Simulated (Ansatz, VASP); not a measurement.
# Two plane-wave programs on BP

Contents of INCAR:

```
SYSTEM = BP
  PREC = Accurate
  ENCUT = 500
  EDIFF = 1E-7
  ISMEAR = 0
  SIGMA = 0.02
  LREAL = .False.
  LASPH = .True.
  NELM = 120
  ALGO = Normal
  ISIF = 3
  LWAVE = .False.
  LCHARG = .False.
  GGA = PS
  IBRION = 2
  NSW = 100
  EDIFFG = -0.002
  GGA_COMPAT = .False.
  NELMIN = 4
```

Contents of KPOINTS:

```
regular mesh
0
Gamma
  10 10 10
  0 0 0
```

Contents of POSCAR:

```
BP
1.0
    0.0000000000      2.2660723800      2.2660723800
    2.2660723800      0.0000000000      2.2660723800
    2.2660723800      2.2660723800      0.0000000000
B P
1 1
Direct
    0.0000000000      0.0000000000      0.0000000000
    0.7500000000      0.7500000000      0.7500000000
```

Input for Ansatz:

```yaml
crystal:
  lattice:
    - [0.0, 2.26607238, 2.26607238]
    - [2.26607238, 0.0, 2.26607238]
    - [2.26607238, 2.26607238, 0.0]
  atoms:
    - { symbol: B, position: [0.0, 0.0, 0.0] }
    - { symbol: P, position: [0.75, 0.75, 0.75] }
basis:
  ecutwfc: 420
kpoints:
  mp_grid: { grid: [10, 10, 10] }
hamiltonian:
  xc: pbesol
  pseudopotentials: { kind: paw, azcp: { folder: soft_1 } }
scf:
  occupations: { method: gaussian, width: 0.02 }
output:
  forces: true
  stress: true
  eigenvalues: true
relax:
  adjacent_minimum: "off"
  f_tol: 0.002
  max_steps: 80
  cell: { stress_tol: 0.02 }
```

Alike in both runs: task relaxation of cell and atoms; functional PBEsol; k mesh 10 × 10 × 10; occupations gaussian, width 0.02 eV; no spin polarisation.

|  | VASP | Ansatz |
| --- | --- | --- |
| version | VASP 6.6.1 | Ansatz 0.2.0 |
| potentials or method | VASP PAW PBE potentials, release 64 (B, P), cutoff 500 eV | scalar-relativistic, plane waves, PAW |
| valence electrons in the cell | 8 | 8 |

Ansatz gave:

| Property | Result |
| --- | --- |
| gap on the k mesh at the Fermi level, each at its own relaxed structure (eV) | 1.12 |
| relaxed volume (Å³/atom) | 11.54 |
| relaxed cell length with the largest relative difference (Å) | 3.196 |

Estimate VASP's values.

gap on the k mesh at the Fermi level, each at its own relaxed structure (eV): 1.12; relaxed volume (Å³/atom): 11.55; relaxed cell length with the largest relative difference (Å): 3.197.

VASP's potentials were made for PBE, not for PBEsol, and Ansatz warns of the same on its side.
